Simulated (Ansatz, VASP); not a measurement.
**One calculation of BN, two programs**

Contents of POSCAR:

```
BN
1.0
    2.7582547698      0.0000000000      0.0000000000
   -1.3791273849      2.3887187008      0.0000000000
    0.0000000000      0.0000000000      4.3959292000
B N
2 2
Direct
    0.6666666667      0.3333333333      0.9997240000
    0.3333333333      0.6666666667      0.4997240000
    0.6666666667      0.3333333333      0.6252760000
    0.3333333333      0.6666666667      0.1252760000
```

Contents of INCAR.step1:

```
ALGO = Normal
EDIFF = 1E-4
ENCUT = 520
GGA = PE
ISMEAR = 0
LASPH = True
LCHARG = False
LREAL = False
LWAVE = True
NBANDS = 16
NELM = 80
PREC = Accurate
SIGMA = 0.05
```

INCAR.step2

```
ALGO = Normal
EDIFF = 1E-6
ENCUT = 520
ISIF = 2
ISMEAR = 0
ISTART = 1
LASPH = True
LCHARG = False
LMIXTAU = True
LREAL = False
LWAVE = False
METAGGA = R2SCAN
NBANDS = 16
NELM = 80
PREC = Accurate
SIGMA = 0.05
```

The input KPOINTS:

```
k-points
0
Gamma
  12 12 6
```

Input for Ansatz:

```yaml
crystal:
  lattice:
    - [2.7582547698, 0.0, 0.0]
    - [-1.3791273849, 2.3887187008, 0.0]
    - [0.0, 0.0, 4.3959292]
  atoms:
    - { symbol: B, position: [0.6666666667, 0.3333333333, 0.999724] }
    - { symbol: B, position: [0.3333333333, 0.6666666667, 0.499724] }
    - { symbol: "N", position: [0.6666666667, 0.3333333333, 0.625276] }
    - { symbol: "N", position: [0.3333333333, 0.6666666667, 0.125276] }
basis:
  ecutwfc: 500
kpoints:
  mp_grid: { grid: [12, 12, 6] }
hamiltonian:
  xc: r2scan
scf:
  occupations: { method: gaussian, width: 0.05 }
output:
  forces: true
  stress: true
  eigenvalues: true
  write_density: true
  write_potential: true
  elf: true
  volumetric_format: npy
```

Change from the starting cell: strain +0.080 along x and y, +0.040 along z, atoms carried along.

Alike in both runs: task single point; functional r2SCAN; k mesh 12 × 12 × 6; occupations gaussian, width 0.05 eV; no spin polarisation.

```csv
,VASP,Ansatz
version,VASP 6.6.1,Ansatz 0.2.0
potentials or method,"VASP PAW PBE potentials, release 64 (B, N), cutoff 520 eV","scalar-relativistic, plane waves, PAW"
valence electrons in the cell,16,16
```

Ansatz gave:

| Item | Value |
| --- | --- |
| gap on the k mesh at the Fermi level (eV) | 5.99 |
| least direct gap on the mesh (eV) | 7.08 |
| pressure (GPa) | -54.4 |
| traceless stress, the component that is largest in VASP (GPa) | 14.13 |
| rms of the force components (eV/Å) | 0.086 |

Problem. What did VASP give for the same quantities?

Solution. gap on the k mesh at the Fermi level (eV): 5.97; least direct gap on the mesh (eV): 7.10; pressure (GPa): -54.0; traceless stress, the component that is largest in VASP (GPa): 14.21; rms of the force components (eV/Å): 0.082.

VASP's potentials were made for PBE, not for r2SCAN. Atom by atom the forces differ by 0.004 eV/Å (rms over components). Both programs put the cell under strong tension, so it lies far from rest at this level.

Noted on VASP's run: the cell as given lies far from equilibrium.
